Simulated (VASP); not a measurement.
# MgO in VASP: single point with PBE

Aim: the single point of MgO with PBE.

All numbers are computed with VASP 6.6.1; they aren't measurements. Logs are shortened: lines on timing, memory, paths and dates and some standing lists are left out, and cuts for length are marked.

### 1 The cell of the first run

The cell holds a disordered packing, 10 atoms: a = 5.420 Å, b = 5.294 Å, c = 5.867 Å, α = 85.08°, β = 85.78°, γ = 74.54°.

### 2 Single point, PBE

The input, POSCAR:

```
MgO
1.0
    5.3751060000      0.6728110000      0.1742950000
    0.7599780000      5.2342850000      0.2304370000
    0.2180340000      0.2193980000      5.8586680000
Mg O
5 5
Direct
    0.2126846189      0.2636330631      0.0615193435
    0.4603940315      0.7267529944      0.7825709639
    0.5914599277      0.5904535143      0.2658192652
    0.0538784994      0.4792475939      0.5125564166
    0.6604429158      0.0666355963      0.3050959432
    0.2223013060      0.5061801968      0.7918889136
    0.8986892824      0.2867105177      0.2605677459
    0.3635489145      0.3741740017      0.3155671955
    0.4887101910      0.9069885364      0.0550608297
    0.7017900960      0.7493960580      0.5187908964
```

The input, INCAR.step1:

```
ALGO     = Normal         # electronic algorithm
EDIFF    = 1E-6           # SCF threshold, eV
ENCUT    = 520            # plane-wave cutoff, eV
GGA      = PE             # functional
ISIF     = 2              # what is computed and relaxed
ISMEAR   = 0              # smearing method
LASPH    = True           # aspherical terms in the spheres
LCHARG   = True           # write CHGCAR
LREAL    = False          # projectors in reciprocal space
LWAVE    = False          # write WAVECAR
NBANDS   = 31             # bands
NELM     = 60             # most SCF steps
PREC     = Accurate       # precision mode
SIGMA    = 0.02           # smearing width, eV
```

The input, KPOINTS.step1:

```
k-points
0
Gamma
  4 5 4
```

The input, INCAR.step2:

```
ALGO     = Normal         # electronic algorithm
EDIFF    = 1E-6           # SCF threshold, eV
ENCUT    = 520            # plane-wave cutoff, eV
GGA      = PE             # functional
ICHARG   = 11             # starting density
ISIF     = 2              # what is computed and relaxed
ISMEAR   = -5             # smearing method
LASPH    = True           # aspherical terms in the spheres
LCHARG   = False          # write CHGCAR
LORBIT   = 10             # projections on sites
LREAL    = False          # projectors in reciprocal space
LWAVE    = False          # write WAVECAR
NEDOS    = 2001           # points of the DOS
NELM     = 60             # most SCF steps
PREC     = Accurate       # precision mode
SIGMA    = 0.02           # smearing width, eV
```

The input, KPOINTS.step2:

```
k-points
0
Gamma
  6 8 6
```

Potentials or basis: VASP PAW PBE potentials, release 64 (Mg, O).

Command:

```console
$ cat potpaw_PBE.64/Mg/POTCAR potpaw_PBE.64/O/POTCAR > POTCAR
$ cp INCAR.step1 INCAR
$ cp KPOINTS.step1 KPOINTS
$ mpirun -np 1 vasp_std > vasp.out
$ cp INCAR.step2 INCAR
$ cp KPOINTS.step2 KPOINTS
$ mpirun -np 1 vasp_std > vasp.out
```

OUTCAR:

```text
EDIFF = 1E-6
   ENCUT = 520
   GGA = PE
   ICHARG = 11
   ISIF = 2
   ISMEAR = -5
   LASPH = True
   LORBIT = 10
   LREAL = False
   NELM = 60
   PREC = Accurate

 ion  position               nearest neighbor table
   1  0.213  0.264  0.062-   8 1.95   6 1.96   7 1.97   9 2.07   5 2.82   4 2.95   2 3.32   2 3.35
                             3 3.36   4 3.42   3 3.52   5 3.59
   2  0.460  0.727  0.783-   6 1.95   9 1.97  10 1.97   3 2.96   3 3.16   1 3.32   1 3.35   4 3.39
                             4 3.45   5 3.46
   3  0.591  0.590  0.266-   8 1.89  10 1.97   9 1.97   7 1.98   5 2.68   5 2.69   4 2.89   2 2.96
                             2 3.16   4 3.33   1 3.36   1 3.52
   4  0.054  0.479  0.513-   8 1.95   6 1.97  10 2.06   7 2.20   3 2.89   1 2.95   3 3.33   2 3.39
                             1 3.42   5 3.45   2 3.45   5 3.62
   5  0.660  0.067  0.305-   7 1.95   8 1.96  10 1.98   9 2.14   3 2.68   3 2.69   1 2.82   4 3.45
                             2 3.46   1 3.59   4 3.62
   6  0.222  0.506  0.792-   2 1.95   1 1.96   4 1.97
   7  0.899  0.287  0.261-   5 1.95   1 1.97   3 1.98   4 2.20
   8  0.364  0.374  0.316-   3 1.89   4 1.95   1 1.95   5 1.96
   9  0.489  0.907  0.055-   2 1.97   3 1.97   1 2.07   5 2.14
  10  0.702  0.749  0.519-   2 1.97   3 1.97   5 1.98   4 2.06

  LATTYP: Found a triclinic cell.
 ALAT       =     5.8668275108
 B/A-ratio  =     1.3105042767
 C/A-ratio  =     1.8446914621
 COS(alpha) =     0.0007473120
 COS(beta)  =     0.6209205144
 COS(gamma) =     0.7111728815

  Lattice vectors:

 A1 = (  -0.2180340000,  -0.2193980000,  -5.8586680000)
 A2 = (   5.1570720000,   0.4534130000,  -5.6843730000)
 A3 = (  -6.3531180000,  -6.1264940000,  -6.2634000000)

Analysis of symmetry for initial positions (statically):
=====================================================================
 Subroutine PRICEL returns:
 Original cell was already a primitive cell.

 Routine SETGRP: Setting up the symmetry group for a
 triclinic supercell.

 Subroutine GETGRP returns: Found  1 space group operations
 (whereof  1 operations were pure point group operations)
 out of a pool of  2 trial point group operations.

The static configuration has the point symmetry C_1 .

Analysis of symmetry for dynamics (positions and initial velocities):
=====================================================================
 Subroutine PRICEL returns:
 Original cell was already a primitive cell.

 Routine SETGRP: Setting up the symmetry group for a
 triclinic supercell.

[... 144 lines left out ...]
  Fermi-wavevector in a.u.,A,eV,Ry     =   1.028255  1.943120 14.385551  1.057308
  Thomas-Fermi vector in A             =   2.162242
   LORBIT       =     10    0 simple, 1 ext, 2 COOP (PROOUT), +10 PAW based schemes
   GGA     = PE    functional components
   LHFCALC =     F    Hartree Fock is set to
   AEXX    =    0.0000 exact exchange contribution
   IVDW    =     0    specifies the selected vdW correction
   LEPSILON=     F    determine dielectric tensor
   LRPA    =     F    only Hartree local field effects (RPA)
 non-spin polarized calculation
 Fermi weights with tetrahedron method with Bloechl corrections
  energy-cutoff  :      520.00
  volume of cell :      161.43
 maximum number of plane-waves:      4373

 number of electron      40.0000002 magnetization

 Free energy of the ion-electron system (eV)
  ---------------------------------------------------
  ext. energy  EPLUGINS =         0.00000000
  ---------------------------------------------------
  free energy    TOTEN  =       -55.81362989 eV

  energy without entropy =      -55.81362989  energy(sigma->0) =      -55.81362989

 E-fermi :  -0.0990     XC(G=0):  -8.0447

 val. band max:       -0.1076043255   @ k =   0.5000   0.2500   0.0000
 cond. band min:       1.8733789904   @ k =   0.0000   0.0000   0.0000
 fundamental gap:      1.9809833159
 Fermi energy:        -0.0990426092

 k-point     1 :       0.0000    0.0000    0.0000
  band No.  band energies     occupation
      1     -16.6342      2.00000
      2     -16.1626      2.00000
      3     -15.9234      2.00000
      4     -15.5584      2.00000
      5     -15.2827      2.00000
      6      -3.5424      2.00000
[... 685 lines left out ...]
     25       7.5397      0.00000
     26       8.2104      0.00000

 [... further k-points ...]

------------------------ aborting loop because EDIFF is reached ----------------------------------------

  FORCE on cell =-STRESS in cart. coord.  units (eV):
  Direction    XX          YY          ZZ          XY          YZ          ZX
  --------------------------------------------------------------------------------------
  -------------------------------------------------------------------------------------
  Total       -0.2178496     -0.2308783     -0.2148866      0.0883005     -0.0683961     -0.0237971
  in kB       -2.1621471     -2.2914562     -2.1327399      0.8763781     -0.6788280     -0.2361852
  external PRESSURE =      -2.1954477 kB  Pullay stress =       0.0000000 kB

 VOLUME and BASIS-vectors are now :
 -----------------------------------------------------------------------------
  energy-cutoff  :      520.00
  volume of cell :      161.43
      direct lattice vectors                 reciprocal lattice vectors
     5.375106000  0.672811000  0.174295000     0.189652057 -0.027270256 -0.006036791
     0.759978000  5.234285000  0.230437000    -0.024181104  0.194840577 -0.006396562
     0.218034000  0.219398000  5.858668000    -0.004691029 -0.006852310  0.171118450

 POSITION                                       TOTAL-FORCE (eV/Angst)
 -----------------------------------------------------------------------------------
      1.35697      1.53652      0.45824         0.011340      0.013864      0.030701
      3.19761      4.28548      4.83254         0.001777     -0.006384     -0.000829
      3.68585      3.54686      1.79650        -0.013997     -0.018781     -0.004687
      0.76557      2.65722      3.12273         0.011624      0.004041     -0.022764
      3.66711      0.86008      1.91792        -0.014984      0.015593     -0.007709
      1.75224      2.97280      4.79480        -0.008750     -0.012118      0.002211
      5.10526      2.16254      1.74929         0.021229     -0.015084     -0.003351
      2.30728      2.27237      1.99839        -0.012063      0.015661      0.008165
      3.32817      5.08833      0.61677         0.006544      0.009119     -0.001986
      4.45483      4.50855      3.33443        -0.002720     -0.005911      0.000250
 -----------------------------------------------------------------------------------
    total drift:                               -0.000671      0.000847      0.000563

  FREE ENERGIE OF THE ION-ELECTRON SYSTEM (eV)
  ---------------------------------------------------
  free  energy   TOTEN  =       -55.8136298899 eV

  energy  without entropy=      -55.8136298899  energy(sigma->0) =      -55.81362989

 total charge

# of ion       s       p       d       tot
------------------------------------------
    1        0.163   0.182   0.078   0.423
    2        0.163   0.163   0.062   0.389
    3        0.182   0.213   0.092   0.488
    4        0.155   0.163   0.066   0.384
    5        0.165   0.183   0.077   0.424
    6        1.546   3.480   0.000   5.026
    7        1.546   3.514   0.000   5.061
    8        1.550   3.575   0.000   5.125
    9        1.543   3.499   0.000   5.043
   10        1.545   3.528   0.000   5.073
--------------------------------------------------
tot          8.559  18.501   0.375  27.435
```

Wall time 7.5 min (1 thread of Intel Xeon Platinum 8259CL at 2.50GHz (Skylake/Cascade Lake), shared host); peak memory 0.59 GiB.

What came out:

```yaml
Valence_electrons_inside_the_program's_atomic_spheres: Mg 0.42, 0.39, 0.49, 0.38 (each value once); O 5.03, 5.06, 5.12, 5.04, 5.07
```

Levels at points of the mesh, in eV from the valence-band top:
```tsv
k point	band 16	band 17	band 18	band 19	band 20	band 21	band 22	band 23	band 24	band 25
(0.00, 0.00, 0.00)	-0.94	-0.90	-0.53	-0.21	-0.03	1.98	5.62	6.06	6.78	7.42
(0.50, 0.00, 0.00)	-1.13	-0.94	-0.86	-0.66	-0.01	3.81	4.19	5.89	6.74	7.52
(0.00, 0.50, 0.00)	-0.98	-0.77	-0.68	-0.21	-0.05	3.96	4.22	6.32	6.70	7.80
(0.50, 0.50, 0.00)	-1.18	-1.01	-0.69	-0.55	0.00	4.22	5.42	5.74	6.30	7.49
(0.00, 0.00, 0.50)	-1.06	-0.94	-0.88	-0.21	-0.14	3.56	4.00	5.62	7.07	7.74
(0.50, 0.00, 0.50)	-1.17	-0.99	-0.89	-0.67	-0.09	4.26	5.07	5.20	5.90	7.43
(0.00, 0.50, 0.50)	-0.99	-0.88	-0.75	-0.21	-0.14	4.59	4.64	5.38	6.44	7.72
(0.50, 0.50, 0.50)	-1.09	-1.01	-0.91	-0.77	-0.19	4.83	5.54	6.10	6.30	6.85
```
